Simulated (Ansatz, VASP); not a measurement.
# BeTe: VASP beside Ansatz

```
Be Te
1.0
     0.00000    2.82862    2.82862
     2.82862    0.00000    2.82862
     2.82862    2.82862    0.00000
Be Te
1 1
Direct
  0.00000 0.00000 0.00000
  0.25000 0.25000 0.25000
```

Alike in both runs: task single point; functional PBE-based screened hybrid; k mesh 4 × 4 × 4; no spin polarisation.

|  | VASP | Ansatz |
| --- | --- | --- |
| version | VASP 6.6.1 | Ansatz 0.2.0 |
| potentials or method | VASP PAW PBE potentials, release 64 (Be, Te) | plane waves |
| plane-wave cutoff (eV) | 520 | 420 |
| occupations | gaussian, width 0.01 eV | fixed |
| valence electrons in the cell | 8 | 18 |

|  | VASP | Ansatz | Ansatz less VASP |
| --- | --- | --- | --- |
| gap on the k mesh at the Fermi level (eV) | 2.41 | 2.43 | +0.023 |
| pressure (GPa) | -0.2 | -0.1 | +0.04 |

VASP's potentials were made for PBE, not for PBE-based screened hybrid. VASP's potentials hold 8 valence electrons a cell and Ansatz's 18, so a difference there can come from the potentials and not from the codes. Ansatz's warnings: stress exchange threshold loose, stress scf threshold loose.

The k mesh is coarse, so the values compare programs but aren't converged. Spin-orbit coupling is off throughout.
